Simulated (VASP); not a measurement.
# CsRe2 (Fm-3m) in VASP: further runs, part 2 of 2

VASP 6.6.1. Earlier steps stand in the parts before.

**6. Relaxation of cell and atoms, PBE**

This run uses another cell than the first one, of 20.16 Å³/atom.

INCAR

```
ALGO = Fast
EDIFF = 1E-7
EDIFFG = -0.01
ENCUT = 600
GGA = PE
IBRION = 2
ISIF = 3
ISMEAR = 0
LASPH = True
LCHARG = False
LREAL = False
LWAVE = False
NELM = 100
NSW = 100
PREC = Accurate
SIGMA = 0.1
```

KPOINTS

```
k-points
0
Gamma
  14 14 14
```

POSCAR

```
CsRe2
1.0
    0.0000000000      3.1156022178      3.1156022178
    3.1156022178      0.0000000000      3.1156022178
    3.1156022178      3.1156022178      0.0000000000
Cs Re
1 2
Direct
    0.0000000000      0.0000000000      0.0000000000
    0.2500000000      0.2500000000      0.2500000000
    0.7500000000      0.7500000000      0.7500000000
```

Potentials or basis: VASP PAW PBE potentials, release 64 (Cs_sv, Re).

The run is started by

```console
> cat potpaw_PBE.64/Cs_sv/POTCAR potpaw_PBE.64/Re/POTCAR > POTCAR
> mpirun -np 1 vasp_std > vasp.out
```

OUTCAR:

```text
EDIFF = 1E-7
   EDIFFG = -0.01
   ENCUT = 600
   GGA = PE
   IBRION = 2
   ISIF = 3
   ISMEAR = 0
   LASPH = True
   LREAL = False
   NELM = 100
   NSW = 100
   PREC = Accurate

 ion  position               nearest neighbor table
   1  0.000  0.000  0.000-   3 2.70   3 2.70   3 2.70   2 2.70   3 2.70   2 2.70   2 2.70   2 2.70

   2  0.250  0.250  0.250-   1 2.70   1 2.70   1 2.70   1 2.70   3 3.12   3 3.12   3 3.12   3 3.12
                             3 3.12   3 3.12
   3  0.750  0.750  0.750-   1 2.70   1 2.70   1 2.70   1 2.70   2 3.12   2 3.12   2 3.12   2 3.12
                             2 3.12   2 3.12

  LATTYP: Found a face centered cubic cell.
 ALAT       =     6.2312044356

  Lattice vectors:

 A1 = (   0.0000000000,   3.1156022178,   3.1156022178)
 A2 = (   3.1156022178,   0.0000000000,   3.1156022178)
 A3 = (   3.1156022178,   3.1156022178,   0.0000000000)

Analysis of symmetry for initial positions (statically):
=====================================================================
 Subroutine PRICEL returns:
 Original cell was already a primitive cell.

 Routine SETGRP: Setting up the symmetry group for a
 face centered cubic supercell.

 Subroutine GETGRP returns: Found 48 space group operations
 (whereof 48 operations were pure point group operations)
 out of a pool of 48 trial point group operations.

The static configuration has the point symmetry O_h .

Analysis of symmetry for dynamics (positions and initial velocities):
=====================================================================
 Subroutine PRICEL returns:
 Original cell was already a primitive cell.

 Routine SETGRP: Setting up the symmetry group for a
 face centered cubic supercell.

 Subroutine GETGRP returns: Found 48 space group operations
 (whereof 48 operations were pure point group operations)
 out of a pool of 48 trial point group operations.

The dynamic configuration has the point symmetry O_h .

 Subroutine INISYM returns: Found 48 space group operations
 (whereof 48 operations are pure point group operations),
 and found     1 'primitive' translations

----------------------------------------------------------------------------------------

                                     Primitive cell

  volume of cell :      60.4862

  direct lattice vectors                    reciprocal lattice vectors
     0.000000000  3.115602218  3.115602218    -0.160482618  0.160482618  0.160482618
     3.115602218  0.000000000  3.115602218     0.160482618 -0.160482618  0.160482618
     3.115602218  3.115602218  0.000000000     0.160482618  0.160482618 -0.160482618

  length of vectors
     4.406126911  4.406126911  4.406126911     0.277964048  0.277964048  0.277964048

  position of ions in fractional coordinates (direct lattice)
     0.000000000  0.000000000  0.000000000
     0.250000000  0.250000000  0.250000000
     0.750000000  0.750000000  0.750000000

  ion indices of the primitive-cell ions
   primitive index   ion index
                 1           1
                 2           2
                 3           3

----------------------------------------------------------------------------------------

 KPOINTS: k-points

Automatic generation of k-mesh.
 Grid dimensions read from file:
[... 59 lines left out ...]
   ISPIN  =      1    spin polarized calculation?
   LNONCOLLINEAR =      F non collinear calculations
   LSORBIT =      F    spin-orbit coupling
   LASPH  =      T    aspherical Exc in radial PAW
   ENCUT  =  600.0 eV  44.10 Ry    6.64 a.u.   8.80  8.80  8.80*2*pi/ulx,y,z
   NELM   =    100;   NELMIN=  2; NELMDL= -5     # of ELM steps
   EDIFF  = 0.1E-06   stopping-criterion for ELM
   LREAL  =      F    real-space projection
   EDIFFG = -.1E-01   stopping-criterion for IOM
   NSW    =    100    number of steps for IOM
   IBRION =      2    ionic relax: 0-MD 1-quasi-New 2-CG
   NFREE  =      1    steps in history (QN), initial steepest desc. (CG)
   ISIF   =      3    stress and relaxation
   ISYM   =      2    0-nonsym 1-usesym 2-fastsym
   POTIM  = 0.5000    time-step for ionic-motion
   TEBEG  =    0.0;   TEEND  =   0.0 temperature during run
   PSTRESS=    0.0 pullay stress
   NELECT =      23.0000    total number of electrons
   NUPDOWN=      -1.0000    fix difference up-down
   EMIN   =  10.00;   EMAX   =-10.00  energy-range for DOS
   EFERMI =   0.00;   METHOD = LEGACY
   ISMEAR =     0;   SIGMA  =   0.10  broadening in eV -4-tet -1-fermi 0-gaus
   EFERMI_NEDOS =   21; number of points for ismear=-14 and -15
   IALGO  =     68    algorithm
   IMIX   =      4    mixing-type and parameters
     AMIX     =   0.40;   BMIX     =  1.00
     AMIX_MAG =   1.60;   BMIX_MAG =  1.00
  volume/ion in A,a.u.               =      20.16       136.06
  Fermi-wavevector in a.u.,A,eV,Ry     =   1.186038  2.241288 19.139142  1.406687
  Thomas-Fermi vector in A             =   2.322220
   LORBIT       =      0    0 simple, 1 ext, 2 COOP (PROOUT), +10 PAW based schemes
   GGA     = PE    functional components
   LHFCALC =     F    Hartree Fock is set to
   AEXX    =    0.0000 exact exchange contribution
   IVDW    =     0    specifies the selected vdW correction
   LEPSILON=     F    determine dielectric tensor
   LRPA    =     F    only Hartree local field effects (RPA)
 conjugate gradient relaxation of ions
 non-spin polarized calculation
 RMM-DIIS sequential band-by-band and
 Gauss-broadening in eV      SIGMA  =   0.10
  energy-cutoff  :      600.00
  volume of cell :       60.49
 maximum number of plane-waves:      2044
   NGX = 17   NGY = 17   NGZ = 17

--------------------------------------- Ionic step        1  -------------------------------------------

 number of electron      22.9999999 magnetization

 Free energy of the ion-electron system (eV)
  ---------------------------------------------------
  ext. energy  EPLUGINS =         0.00000000
  ---------------------------------------------------
  free energy    TOTEN  =       -14.37856371 eV

  energy without entropy =      -14.36148447  energy(sigma->0) =      -14.37002409

------------------------ aborting loop because EDIFF is reached ----------------------------------------

  FORCE on cell =-STRESS in cart. coord.  units (eV):
  Direction    XX          YY          ZZ          XY          YZ          ZX
  --------------------------------------------------------------------------------------
  -------------------------------------------------------------------------------------
  Total        2.1707325      2.1707325      2.1707325      0.0000000      0.0000000      0.0000000
  in kB       57.4990792     57.4990792     57.4990792      0.0000000      0.0000000      0.0000000
  external PRESSURE =      57.4990792 kB  Pullay stress =       0.0000000 kB
[... 61 lines left out ...]
--------------------------------------- Ionic step        3  -------------------------------------------

 number of electron      23.0000000 magnetization

 Free energy of the ion-electron system (eV)
  ---------------------------------------------------
  ext. energy  EPLUGINS =         0.00000000
  ---------------------------------------------------
  free energy    TOTEN  =       -14.42549573 eV

  energy without entropy =      -14.40429044  energy(sigma->0) =      -14.41489309

 E-fermi :   5.4689     XC(G=0): -11.7126

 val. band max:        5.4669623953   @ k =   0.3571   0.1429   0.0000
 cond. band min:       5.4699637641   @ k =   0.5000   0.0000   0.0000
 fundamental gap:      0.0030013689
 Fermi energy:         5.4689468986

 k-point     1 :       0.0000    0.0000    0.0000
  band No.  band energies     occupation
      1     -17.5185      2.00000
      2      -5.0489      2.00000
      3      -5.0489      2.00000
      4      -5.0489      2.00000
      5       1.2701      2.00000
      6       1.7018      2.00000
      7       1.7018      2.00000
      8       5.4565      1.14006
      9       5.4565      1.14006
     10       5.4565      1.14005
     11       6.0214      0.00000
     12       6.0215      0.00000
     13       6.0227      0.00000
     14       7.6780      0.00000
[... 401 lines left out ...]
      2      -5.4517      2.00000
      3      -4.9434      2.00000
      4      -4.9047      2.00000
      5       2.1250      2.00000
      6       2.2332      2.00000
      7       2.9492      2.00000
      8       3.7519      2.00000
      9       4.1123      2.00000
     10       4.2046      2.00000
     11       5.6240      0.02832
     12       5.9313      0.00000
     13       6.1425      0.00000
     14       6.2499      0.00000
     15       7.2713      0.00000

 [... further k-points ...]

------------------------ aborting loop because EDIFF is reached ----------------------------------------

  FORCE on cell =-STRESS in cart. coord.  units (eV):
  Direction    XX          YY          ZZ          XY          YZ          ZX
  --------------------------------------------------------------------------------------
  -------------------------------------------------------------------------------------
  Total       -0.0224376     -0.0224376     -0.0224376     -0.0000000     -0.0000000      0.0000000
  in kB       -0.5680662     -0.5680662     -0.5680662     -0.0000000     -0.0000000      0.0000000
  external PRESSURE =      -0.5680662 kB  Pullay stress =       0.0000000 kB
[... 18 lines left out ...]
  FREE ENERGIE OF THE ION-ELECTRON SYSTEM (eV)
  ---------------------------------------------------
  free  energy   TOTEN  =       -14.4254957320 eV

  energy  without entropy=      -14.4042904400  energy(sigma->0) =      -14.41489309

 reached required accuracy - stopping structural energy minimisation
```

OSZICAR:

```text
N       E                     dE             d eps       ncg     rms          rms(c)
DAV:   1     0.110924422165E+03    0.11092E+03   -0.11870E+04  6088   0.183E+03
DAV:   2    -0.693474538372E+01   -0.11786E+03   -0.11491E+03  6009   0.360E+02
DAV:   3    -0.143467336968E+02   -0.74120E+01   -0.71878E+01  5298   0.871E+01
[... 51 lines left out ...]
RMM:  11    -0.144254948870E+02    0.92016E-07   -0.73384E-06  2943   0.189E-02    0.333E-03
RMM:  12    -0.144254953695E+02   -0.48255E-06   -0.45592E-06  2728   0.228E-02    0.522E-03
RMM:  13    -0.144254955702E+02   -0.20071E-06   -0.15130E-06  2434   0.282E-02    0.663E-03
RMM:  14    -0.144254956439E+02   -0.73660E-07   -0.12721E-06  2653   0.338E-02    0.247E-03
RMM:  15    -0.144254957320E+02   -0.88074E-07   -0.80830E-07  2703   0.230E-02
   3 F= -.14425496E+02 E0= -.14414893E+02  d E =-.469320E-01
```

CONTCAR:

```text
CsRe2
   1.00000000000000
     0.0000000000000000    3.1629044389656591    3.1629044389656591
     3.1629044389656591    0.0000000000000000    3.1629044389656591
     3.1629044389656591    3.1629044389656591    0.0000000000000000
  Cs              Re
     1     2
Direct
     0.0000000000000000    0.0000000000000000    0.0000000000000000
     0.2500000000000000    0.2500000000000000    0.2500000000000000
     0.7500000000000000    0.7500000000000000    0.7500000000000000

  0.00000000E+00  0.00000000E+00  0.00000000E+00
  0.00000000E+00  0.00000000E+00  0.00000000E+00
  0.00000000E+00  0.00000000E+00  0.00000000E+00
```

Wall time 3.7 min (1 thread of Intel Xeon 6975P-C (Granite Rapids), shared host); peak memory 0.31 GiB.

What came out:

```
Free energy                           : -14.4255 eV
Relaxed volume                        : 21.09 Å³/atom
Relaxed cell                          : a = 4.473 Å, b = 4.473 Å, c = 4.473 Å, α = 60.00°, β = 60.00°, γ = 60.00°
Space group after relaxing (to 0.1 Å) : Fm-3m (No. 225)
Energy gained by relaxing             : 15.6 meV/atom
Ionic steps                           : 3
Pressure after relaxing               : -0.1 GPa
Band gap on the k mesh                : zero (an odd number of electrons rules out a gap without spin polarisation)
```

Step by step:
```csv
step,energy change (eV),largest force (eV/Å),pressure (GPa),volume (Å³)
1,0.0000,0.0000,5.75,60.49
2,0.0225,0.0000,-5.46,67.04
3,-0.0469,0.0000,-0.06,63.28
```

Final structure:
```
Cs Re
1.0
     0.00000    3.16290    3.16290
     3.16290    0.00000    3.16290
     3.16290    3.16290    0.00000
Cs Re
1 2
Direct
  0.00000 0.00000 0.00000
  0.25000 0.25000 0.25000
  0.75000 0.75000 0.75000
```

Caveat: spin-orbit coupling is left out, which moves the levels of the heavy elements.

**7. The runs side by side**

| task | cell | k mesh | cutoff (eV) | gap on the mesh (eV) | pressure (GPa) | relaxed volume (Å³/atom) |
| --- | --- | --- | --- | --- | --- | --- |
| single point | a = 4.683 Å, angles 60.0°, 3 atoms | 6 × 6 × 6 | 520 | none | -10.2 | - |
| relaxation of cell and atoms | relaxed from a = 4.683 Å, angles 60.0°, 3 atoms | 4 × 4 × 4 | 600 | none | -0.2 | 21.24 |
| relaxation of cell and atoms | relaxed from a = 4.412 Å, angles 60.0°, 3 atoms | 6 × 6 × 6 | 600 | none | 0.0 | 21.09 |
| single point | a = 4.406 Å, angles 60.0°, 3 atoms | 14 × 14 × 14 | 520 | none | 5.7 | - |
| relaxation of cell and atoms | relaxed from a = 4.406 Å, angles 60.0°, 3 atoms | 14 × 14 × 14 | 600 | none | -0.1 | 21.09 |

Alike in all rows: level PBE; potentials or basis VASP PAW PBE potentials, release 64 (Cs_sv, Re); no spin polarisation; smearing gaussian 0.1 eV.

Caveats: some runs use coarse meshes; spin-orbit coupling is left out, which moves the levels of the heavy elements; the cell stands under tension (at least some runs); the cell stands under pressure (at least some runs).

Absolute energies hang on the potentials; compare differences alone.
